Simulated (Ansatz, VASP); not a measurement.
## Two plane-wave programs on AlN

Contents of INCAR:

```
SYSTEM = AlN
PREC = Accurate ; ENCUT = 520
EDIFF = 1E-7 ; ISMEAR = 0
SIGMA = 0.05 ; LREAL = .False.
LASPH = .True. ; NELM = 80
ALGO = Normal ; ISIF = 2
LWAVE = .False. ; LCHARG = .False.
GGA = PE ; IBRION = 2
NSW = 50 ; EDIFFG = -0.01
```

The input KPOINTS:

```
Automatic mesh
0
Gamma
  9 9 6
  0 0 0
```

File POSCAR:

```
AlN
1.0
    3.1298889828      0.0000000000      0.0000000000
   -1.5649444914      2.7105633702      0.0000000000
    0.0000000000      0.0000000000      5.2176345479
Al N
2 2
Direct
    0.3333333333      0.6666666667      0.0017290859
    0.6666666667      0.3333333333      0.5017290859
    0.3333333333      0.6666666667      0.3832709141
    0.6666666667      0.3333333333      0.8832709141
```

Input for Ansatz:

```yaml
crystal:
  lattice:
    - [3.1298889828, 0.0, 0.0]
    - [-1.5649444914, 2.7105633702, 0.0]
    - [0.0, 0.0, 5.2176345479]
  atoms:
    - { symbol: Al, position: [0.3333333333, 0.6666666667, 0.0017290859] }
    - { symbol: Al, position: [0.6666666667, 0.3333333333, 0.5017290859] }
    - { symbol: "N", position: [0.3333333333, 0.6666666667, 0.3832709141] }
    - { symbol: "N", position: [0.6666666667, 0.3333333333, 0.8832709141] }
basis:
  ecutwfc: 520.0
kpoints:
  mp_grid: { grid: [9, 9, 6] }
hamiltonian:
  xc: pbe
  pseudopotentials: { kind: paw, azcp: { folder: soft_1 } }
scf:
  occupations: { method: gaussian, width: 0.05 }
output:
  forces: true
  stress: true
  eigenvalues: true
relax:
  adjacent_minimum: "off"
  f_tol: 0.01
  max_steps: 30
```

Change from the starting cell: engineering shear strain xz +0.0000, normal strain along z +0.0400.

Alike in both runs: task relaxation of the atoms; functional PBE; k mesh 9 × 9 × 6; occupations gaussian, width 0.05 eV; no spin polarisation.

```csv
,VASP,Ansatz
version,VASP 6.6.1,Ansatz 0.2.0
potentials or method,"VASP PAW PBE potentials, release 64 (Al, N), cutoff 520 eV","scalar-relativistic, plane waves, PAW"
valence electrons in the cell,16,16
```

|  | VASP | Ansatz | Ansatz less VASP |
| --- | --- | --- | --- |
| gap on the k mesh at the Fermi level, each at its own relaxed structure (eV) | 3.74 | 3.74 | -0.005 |

Ansatz's warnings: stress scf threshold loose.
